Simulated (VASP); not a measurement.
# SrO (I4/mmm) in VASP: further runs

Runs on SrO. Level: PBE. Tasks: single point.

Everything below comes from runs of VASP 6.6.1. Logs are shortened: lines on timing, memory, paths and dates and some standing lists are left out, and cuts for length are marked.

**1. The cell of the first run**

It takes space group I4/mmm (No. 139, tetragonal). The conventional cell has a = 3.634 Å, b = 3.634 Å, c = 5.037 Å, α = 90.00°, β = 90.00°, γ = 90.00°. Within 3.3 Å of Sr (site symmetry 4/mmm) lie 6 O at 2.52 to 2.57 Å. O (site symmetry 4/mmm) has 6 Sr at 2.52 to 2.57 Å within 3.3 Å.

**2. Single point, PBE (zz strain of -2 %)**

File INCAR:

```
ALGO = Normal ; EDIFF = 1E-6
ENCUT = 520 ; GGA = PE
ISIF = 2 ; ISMEAR = -1
LASPH = True ; LCHARG = True
LELF = True ; LREAL = False
LVHAR = True ; LWAVE = False
NBANDS = 15 ; NELM = 100
PREC = Accurate ; SIGMA = 0.02
```

File KPOINTS:

```
k-points
0
Gamma
  8 8 8
```

File POSCAR:

```
SrO
1.0
    0.0000000000      2.5698000000      2.5184040000
    2.5698000000      0.0000000000      2.5184040000
    2.5698000000      2.5698000000      0.0000000000
Sr O
1 1
Direct
    0.0000000000      0.0000000000      0.0000000000
    0.5000000000      0.5000000000      0.5000000000
```

Potentials or basis: VASP PAW PBE potentials, release 64 (Sr_sv, O).

On the command line:

```
cat potpaw_PBE.64/Sr_sv/POTCAR potpaw_PBE.64/O/POTCAR > POTCAR
mpirun -np 1 vasp_std > vasp.out
```

OUTCAR:

```text
EDIFF = 1E-6
   ENCUT = 520
   GGA = PE
   ISIF = 2
   ISMEAR = -1
   LASPH = True
   LREAL = False
   NELM = 100
   PREC = Accurate

 ion  position               nearest neighbor table
   1  0.000  0.000  0.000-   2 2.52   2 2.52   2 2.57   2 2.57   2 2.57   2 2.57
   2  0.500  0.500  0.500-   1 2.52   1 2.52   1 2.57   1 2.57   1 2.57   1 2.57

  LATTYP: Found a body centered tetragonal cell.
 ALAT       =     3.6342460126
 C/A-ratio  =     1.3859292911

  Lattice vectors:

 A1 = (   0.0000000000,  -2.5698000000,  -2.5184040000)
 A2 = (   0.0000000000,   2.5698000000,  -2.5184040000)
 A3 = (   2.5698000000,   0.0000000000,   2.5184040000)

Analysis of symmetry for initial positions (statically):
=====================================================================
 Subroutine PRICEL returns:
 Original cell was already a primitive cell.

 Routine SETGRP: Setting up the symmetry group for a
 body centered tetragonal supercell.

 Subroutine GETGRP returns: Found 16 space group operations
 (whereof 16 operations were pure point group operations)
 out of a pool of 16 trial point group operations.

The static configuration has the point symmetry D_4h.

Analysis of symmetry for dynamics (positions and initial velocities):
=====================================================================
 Subroutine PRICEL returns:
 Original cell was already a primitive cell.

 Routine SETGRP: Setting up the symmetry group for a
 body centered tetragonal supercell.

 Subroutine GETGRP returns: Found 16 space group operations
 (whereof 16 operations were pure point group operations)
 out of a pool of 16 trial point group operations.

The dynamic configuration has the point symmetry D_4h.

 Subroutine INISYM returns: Found 16 space group operations
 (whereof 16 operations are pure point group operations),
 and found     1 'primitive' translations

----------------------------------------------------------------------------------------

                                     Primitive cell

  volume of cell :      33.2624

  direct lattice vectors                    reciprocal lattice vectors
     0.000000000  2.569800000  2.518404000    -0.194567671  0.194567671  0.198538439
     2.569800000  0.000000000  2.518404000     0.194567671 -0.194567671  0.198538439
     2.569800000  2.569800000  0.000000000     0.194567671  0.194567671 -0.198538439

  length of vectors
     3.598087096  3.598087096  3.634246013     0.339309105  0.339309105  0.339309105

  position of ions in fractional coordinates (direct lattice)
     0.000000000  0.000000000  0.000000000
     0.500000000  0.500000000  0.500000000

  ion indices of the primitive-cell ions
   primitive index   ion index
                 1           1
                 2           2

----------------------------------------------------------------------------------------

 KPOINTS: k-points

Automatic generation of k-mesh.
 Grid dimensions read from file:
 generate k-points for:    8    8    8

 Generating k-lattice:

  Cartesian coordinates                     Fractional coordinates (reciprocal lattice)
    -0.024320959  0.024320959  0.024817305     0.125000000  0.000000000  0.000000000
     0.024320959 -0.024320959  0.024817305     0.000000000  0.125000000  0.000000000
     0.024320959  0.024320959 -0.024817305    -0.000000000 -0.000000000  0.125000000

  Length of vectors
     0.042413638  0.042413638  0.042413638

  Shift w.r.t. Gamma in fractional coordinates (k-lattice)
     0.000000000  0.000000000  0.000000000

 Subroutine IBZKPT returns following result:
 ===========================================

 Found     59 irreducible k-points:

 Following reciprocal coordinates:
            Coordinates               Weight
  0.000000  0.000000  0.000000      1.000000
  0.125000 -0.000000  0.000000      8.000000
  0.250000 -0.000000  0.000000      8.000000
  0.375000 -0.000000  0.000000      8.000000
  0.500000 -0.000000  0.000000      4.000000
  0.125000  0.125000  0.000000      2.000000
[... 16 lines left out ...]
  0.250000 -0.000000  0.125000     16.000000
  0.375000 -0.000000  0.125000     16.000000
 [... further k-points ...]
   k-points           NKPTS =     59   k-points in BZ     NKDIM =     59   number of bands    NBANDS=     15
   number of dos      NEDOS =    301   number of ions     NIONS =      2
   total plane-waves  NPLWV =  21952
   dimension x,y,z NGX =    28 NGY =   28 NGZ =   28
   dimension x,y,z NGXF=    56 NGYF=   56 NGZF=   56
   ions per type =               1   1
   NGX,Y,Z   is equivalent  to a cutoff of  12.94, 12.94, 12.81 a.u.
   NGXF,Y,Z  is equivalent  to a cutoff of  25.87, 25.87, 25.62 a.u.
 SYSTEM =  unknown system
   PREC   = accura    normal or accurate (medium, high low for compatibility)
   ISTART =      0    job   : 0-new  1-cont  2-samecut
   ICHARG =      2    charge: 1-file 2-atom 10-const
   ISPIN  =      1    spin polarized calculation?
   LNONCOLLINEAR =      F non collinear calculations
   LSORBIT =      F    spin-orbit coupling
   LASPH  =      T    aspherical Exc in radial PAW
   ENCUT  =  520.0 eV  38.22 Ry    6.18 a.u.   6.69  6.69  6.76*2*pi/ulx,y,z
   NELM   =    100;   NELMIN=  2; NELMDL= -5     # of ELM steps
   EDIFF  = 0.1E-05   stopping-criterion for ELM
   LREAL  =      F    real-space projection
   EDIFFG = 0.1E-04   stopping-criterion for IOM
   NSW    =      0    number of steps for IOM
   IBRION =     -1    ionic relax: 0-MD 1-quasi-New 2-CG
   NFREE  =      0    steps in history (QN), initial steepest desc. (CG)
   ISIF   =      2    stress and relaxation
   ISYM   =      2    0-nonsym 1-usesym 2-fastsym
   POTIM  = 0.5000    time-step for ionic-motion
   TEBEG  =    0.0;   TEEND  =   0.0 temperature during run
   PSTRESS=    0.0 pullay stress
   NELECT =      16.0000    total number of electrons
   NUPDOWN=      -1.0000    fix difference up-down
   EMIN   =  10.00;   EMAX   =-10.00  energy-range for DOS
   EFERMI =   0.00;   METHOD = LEGACY
   ISMEAR =    -1;   SIGMA  =   0.02  broadening in eV -4-tet -1-fermi 0-gaus
   EFERMI_NEDOS =   21; number of points for ismear=-14 and -15
   IALGO  =     38    algorithm
   IMIX   =      4    mixing-type and parameters
     AMIX     =   0.40;   BMIX     =  1.00
     AMIX_MAG =   1.60;   BMIX_MAG =  1.00
  volume/ion in A,a.u.               =      16.63       112.23
  Fermi-wavevector in a.u.,A,eV,Ry     =   1.282715  2.423980 22.386448  1.645358
  Thomas-Fermi vector in A             =   2.415010
   LORBIT       =      0    0 simple, 1 ext, 2 COOP (PROOUT), +10 PAW based schemes
   GGA     = PE    functional components
   LHFCALC =     F    Hartree Fock is set to
   AEXX    =    0.0000 exact exchange contribution
   IVDW    =     0    specifies the selected vdW correction
   LEPSILON=     F    determine dielectric tensor
   LRPA    =     F    only Hartree local field effects (RPA)
 non-spin polarized calculation
  energy-cutoff  :      520.00
  volume of cell :       33.26
 maximum number of plane-waves:       910
   NGX = 13   NGY = 13   NGZ = 13

 number of electron      15.9999995 magnetization

 Free energy of the ion-electron system (eV)
  ---------------------------------------------------
  ext. energy  EPLUGINS =         0.00000000
  ---------------------------------------------------
  free energy    TOTEN  =       -12.01595873 eV

  energy without entropy =      -12.01595873  energy(sigma->0) =      -12.01595873

 E-fermi :   2.2278     XC(G=0): -10.1283

 val. band max:        1.8217849883   @ k =   0.0000   0.0000   0.0000
 cond. band min:       4.9685487919   @ k =   0.5000   0.5000   0.0000
 fundamental gap:      3.1467638036
 Fermi energy:         2.2278490471

 k-point     1 :       0.0000    0.0000    0.0000
  band No.  band energies     occupation
      1     -30.5460      2.00000
      2     -13.3518      2.00000
      3     -12.1645      2.00000
      4     -12.1645      2.00000
      5     -12.1535      2.00000
      6       1.7406      2.00000
      7       1.7406      2.00000
      8       1.8218      2.00000
      9       5.8960      0.00000
     10       7.9759      0.00000
     11       7.9759      0.00000
     12       8.1305      0.00000
     13      10.1031      0.00000
     14      10.3967      0.00000
     15      14.5885      0.00000

 k-point     2 :       0.1250   -0.0000    0.0000
  band No.  band energies     occupation
      1     -30.5241      2.00000
      2     -13.7202      2.00000
      3     -12.1801      2.00000
      4     -12.1683      2.00000
      5     -11.8442      2.00000
      6       1.3065      2.00000
      7       1.5397      2.00000
      8       1.5878      2.00000
      9       6.5991      0.00000
     10       7.8734      0.00000
     11       8.2965      0.00000
     12       8.3896      0.00000
     13      10.5206      0.00000
     14      10.8254      0.00000
     15      15.6067      0.00000

 k-point     3 :       0.2500   -0.0000    0.0000
  band No.  band energies     occupation
      1     -30.4706      2.00000
      2     -14.3093      2.00000
      3     -12.2171      2.00000
      4     -12.1928      2.00000
      5     -11.3821      2.00000
      6       0.4691      2.00000
      7       1.1072      2.00000
      8       1.1312      2.00000
      9       7.8252      0.00000
     10       8.1513      0.00000
     11       9.1650      0.00000
     12       9.2186      0.00000
     13      11.5673      0.00000
     14      11.8872      0.00000
     15      17.6499      0.00000
[... 343 lines left out ...]
 k-point    23 :       0.2500   -0.0000    0.1250
  band No.  band energies     occupation
      1     -30.4753      2.00000
      2     -14.1183      2.00000
      3     -12.2681      2.00000
      4     -12.2488      2.00000
      5     -11.5469      2.00000
      6       0.4867      2.00000
      7       1.3778      2.00000
      8       1.5023      2.00000
      9       7.0461      0.00000
     10       7.7237      0.00000
     11       9.3971      0.00000
     12       9.5622      0.00000
     13      11.1475      0.00000
     14      11.8457      0.00000
     15      17.6165      0.00000

 k-point    24 :       0.3750   -0.0000    0.1250
  band No.  band energies     occupation
      1     -30.4215      2.00000
      2     -14.5397      2.00000
      3     -12.3102      2.00000
      4     -12.2890      2.00000
      5     -11.2916      2.00000
      6       0.1011      2.00000
      7       0.8897      2.00000
      8       1.0824      2.00000
      9       7.4460      0.00000
     10       8.9933      0.00000
     11      10.3500      0.00000
     12      10.5253      0.00000
     13      12.4135      0.00000
     14      12.8342      0.00000
     15      17.7155      0.00000

 [... further k-points ...]
[... 5 lines left out ...]
  --------------------------------------------------------------------------------------
  -------------------------------------------------------------------------------------
  Total        0.9561181      0.9561181      1.6529481      0.0000000     -0.0000000     -0.0000000
  in kB       46.0540783     46.0540783     79.6188245      0.0000000     -0.0000000     -0.0000000
  external PRESSURE =      57.2423271 kB  Pullay stress =       0.0000000 kB

 VOLUME and BASIS-vectors are now :
 -----------------------------------------------------------------------------
  energy-cutoff  :      520.00
  volume of cell :       33.26
      direct lattice vectors                 reciprocal lattice vectors
     0.000000000  2.569800000  2.518404000    -0.194567671  0.194567671  0.198538439
     2.569800000  0.000000000  2.518404000     0.194567671 -0.194567671  0.198538439
     2.569800000  2.569800000  0.000000000     0.194567671  0.194567671 -0.198538439

 POSITION                                       TOTAL-FORCE (eV/Angst)
 -----------------------------------------------------------------------------------
      0.00000      0.00000      0.00000         0.000000     -0.000000      0.000000
      2.56980      2.56980      2.51840        -0.000000      0.000000      0.000000
 -----------------------------------------------------------------------------------
    total drift:                                0.000000      0.000000      0.000000

  FREE ENERGIE OF THE ION-ELECTRON SYSTEM (eV)
  ---------------------------------------------------
  free  energy   TOTEN  =       -12.0159587316 eV

  energy  without entropy=      -12.0159587316  energy(sigma->0) =      -12.01595873
```

It took 22 s on 1 thread of Intel Xeon Platinum 8488C (Sapphire Rapids), shared host; peak memory 0.17 GiB.

Results:

```yaml
Free_energy: -12.0160 eV
Pressure: 5.7 GPa
Band_gap_on_the_k_mesh: 3.15 eV, indirect (least direct gap 3.29 eV)
```

Stress tensor (GPa, compression positive):
```
4.61 0.00 0.00
0.00 4.61 0.00
0.00 0.00 7.96
```

Caveat: the cell differs from its parent crystal (zz strain of -2 %). A k mesh can miss the band edges.

**3. Single point, PBE (zz strain of +1 %)**

File INCAR:

```
PREC = Accurate
ENCUT = 520
EDIFF = 1E-6
ISMEAR = -1
SIGMA = 0.02
LREAL = False
LASPH = True
NELM = 100
ALGO = Normal
ISIF = 2
LWAVE = False
LCHARG = False
GGA = PE
NBANDS = 15
```

File KPOINTS:

```
regular mesh
0
Gamma
  8 8 8
```

File POSCAR:

```
SrO
1.0
    0.0000000000      2.5698000000      2.5954980000
    2.5698000000      0.0000000000      2.5954980000
    2.5698000000      2.5698000000      0.0000000000
Sr O
1 1
Direct
    0.0000000000      0.0000000000      0.0000000000
    0.5000000000      0.5000000000      0.5000000000
```

Potentials or basis: VASP PAW PBE potentials, release 64 (Sr_sv, O).

On the command line:

```
cat potpaw_PBE.64/Sr_sv/POTCAR potpaw_PBE.64/O/POTCAR > POTCAR
mpirun -np 1 vasp_std > vasp.out
```

It took 20 s on 1 thread of Intel Xeon Platinum 8488C (Sapphire Rapids), shared host; peak memory 0.17 GiB.

The run converged. Its results:

| Property | Result |
| --- | --- |
| Free energy | -12.0460 eV |
| Pressure | 2.6 GPa |
| Band gap on the k mesh | 3.25 eV, indirect (least direct gap 3.34 eV) |

Stress tensor (GPa, compression positive):
```
3.00 0.00 0.00
0.00 3.00 0.00
0.00 0.00 1.67
```

Levels at points of the mesh, in eV from the valence-band top:
| k point | band 4 | band 5 | band 6 | band 7 | band 8 | band 9 | band 10 | band 11 | band 12 | band 13 |
| --- | --- | --- | --- | --- | --- | --- | --- | --- | --- | --- |
| (0.00, 0.00, 0.00) | -14.07 | -14.07 | -0.03 | 0.00 | 0.00 | 3.91 | 6.13 | 6.21 | 6.21 | 8.27 |
| (0.50, 0.00, 0.00) | -14.15 | -12.89 | -2.17 | -1.13 | -1.13 | 6.50 | 8.38 | 8.78 | 8.80 | 11.77 |
| (0.50, 0.50, 0.00) | -14.42 | -14.42 | -0.50 | -0.09 | -0.09 | 3.28 | 7.73 | 10.11 | 10.27 | 11.01 |
| (0.50, 0.00, 0.50) | -14.45 | -14.43 | -0.44 | -0.13 | -0.09 | 3.25 | 7.73 | 10.11 | 10.31 | 10.95 |

Caveat: the cell differs from its parent crystal (zz strain of +1 %). A k mesh can miss the band edges.

**4. Single point, PBE (zz strain of +2 %)**

File INCAR:

```
  ALGO = Normal
  EDIFF = 1E-6
  ENCUT = 520
  GGA = PE
  ISIF = 2
  ISMEAR = -1
  LASPH = True
  LCHARG = True
  LELF = True
  LREAL = False
  LVHAR = True
  LWAVE = False
  NBANDS = 15
  NELM = 100
  PREC = Accurate
  SIGMA = 0.02
```

File KPOINTS:

```
k-points
0
Gamma
  8 8 8
```

File POSCAR:

```
SrO
1.0
    0.0000000000      2.5698000000      2.6211960000
    2.5698000000      0.0000000000      2.6211960000
    2.5698000000      2.5698000000      0.0000000000
Sr O
1 1
Direct
    0.0000000000      0.0000000000      0.0000000000
    0.5000000000      0.5000000000      0.5000000000
```

On the command line:

```
cat potpaw_PBE.64/Sr_sv/POTCAR potpaw_PBE.64/O/POTCAR > POTCAR
mpirun -np 1 vasp_std > vasp.out
```

Wall time 21 s (1 thread of Intel Xeon Platinum 8488C (Sapphire Rapids), shared host); peak memory 0.18 GiB.

It converged, with:

| Item | Value |
| --- | --- |
| Free energy | -12.0480 eV |
| Pressure | 1.7 GPa |
| Band gap on the k mesh | 3.23 eV, indirect (least direct gap 3.33 eV) |

Stress tensor (GPa, compression positive):
```
2.51 0.00 0.00
0.00 2.51 0.00
0.00 0.00 0.05
```

Levels at points of the mesh, in eV from the valence-band top:
```csv
k point,band 5,band 6,band 7,band 8,band 9,band 10,band 11,band 12
"(0.00, 0.00, 0.00)",-14.13,-0.06,0.00,0.00,3.82,6.05,6.20,6.20
"(0.50, 0.00, 0.00)",-12.94,-2.16,-1.13,-1.12,6.45,8.28,8.71,8.74
"(0.50, 0.50, 0.00)",-14.45,-0.56,-0.10,-0.10,3.30,7.64,10.05,10.14
"(0.50, 0.00, 0.50)",-14.48,-0.45,-0.17,-0.09,3.23,7.64,10.03,10.22
```

Caveat: the cell differs from its parent crystal (zz strain of +2 %). A k mesh can miss the band edges.

**5. Single point, PBE (zz strain of +3 %)**

File INCAR:

```
SYSTEM = SrO
PREC = Accurate ; ENCUT = 520
EDIFF = 1E-7 ; ISMEAR = -1
SIGMA = 0.02 ; LREAL = .FALSE.
LASPH = .TRUE. ; NELM = 100
ALGO = Normal ; ISIF = 2
LWAVE = .FALSE. ; LCHARG = .TRUE.
GGA = PE ; LELF = .TRUE.
LVHAR = .TRUE. ; NBANDS = 15
```

File KPOINTS:

```
Automatic mesh
0
G
  8 8 8
  0 0 0
```

File POSCAR:

```
SrO
1.0
    0.0000000000      2.5698000000      2.6468940000
    2.5698000000      0.0000000000      2.6468940000
    2.5698000000      2.5698000000      0.0000000000
Sr O
1 1
Direct
    0.0000000000      0.0000000000      0.0000000000
    0.5000000000      0.5000000000      0.5000000000
```

On the command line:

```
cat potpaw_PBE.64/Sr_sv/POTCAR potpaw_PBE.64/O/POTCAR > POTCAR
mpirun -np 1 vasp_std > vasp.out
```

Wall time 23 s (1 thread of Intel Xeon Platinum 8488C (Sapphire Rapids), shared host); peak memory 0.18 GiB.

It converged, with:

* Free energy: -12.0468 eV
* Pressure: 0.9 GPa
* Band gap on the k mesh: 3.22 eV, indirect (least direct gap 3.32 eV)

Stress tensor (GPa, compression positive):
```
 2.04  0.00  0.00
 0.00  2.04  0.00
 0.00  0.00 -1.38
```

Levels at points of the mesh, in eV from the valence-band top:
```csv
k point,band 4,band 5,band 6,band 7,band 8,band 9,band 10,band 11,band 12,band 13
"(0.00, 0.00, 0.00)",-14.17,-14.17,-0.09,0.00,0.00,3.73,5.98,6.19,6.19,8.06
"(0.50, 0.00, 0.00)",-14.23,-12.99,-2.15,-1.12,-1.12,6.40,8.19,8.64,8.69,11.45
"(0.50, 0.50, 0.00)",-14.48,-14.48,-0.62,-0.10,-0.10,3.32,7.56,9.98,10.01,10.82
"(0.50, 0.00, 0.50)",-14.55,-14.52,-0.45,-0.21,-0.10,3.22,7.55,9.96,10.14,10.65
```

Caveat: the cell differs from its parent crystal (zz strain of +3 %). A k mesh can miss the band edges.

**6. Summary**

| cell | gap on the mesh (eV) | pressure (GPa) |
| --- | --- | --- |
| a = 3.598, b = 3.598, c = 3.634 Å, angles 59.7, 59.7, 60.7°, 2 atoms | 3.15 | 5.7 |
| a = 3.652, b = 3.652, c = 3.634 Å, angles 60.2, 60.2, 59.7°, 2 atoms | 3.25 | 2.6 |
| a = 3.671, b = 3.671, c = 3.634 Å, angles 60.3, 60.3, 59.3°, 2 atoms | 3.23 | 1.7 |
| a = 3.689, b = 3.689, c = 3.634 Å, angles 60.5, 60.5, 59.0°, 2 atoms | 3.22 | 0.9 |

Alike in all rows: task single point; level PBE; potentials or basis VASP PAW PBE potentials, release 64 (Sr_sv, O); no spin polarisation; k mesh 8 × 8 × 8; cutoff (eV) 520; smearing fermi-dirac 0.02 eV.

Total energies depend on the potentials used, so only differences within one code and one set of settings carry meaning.
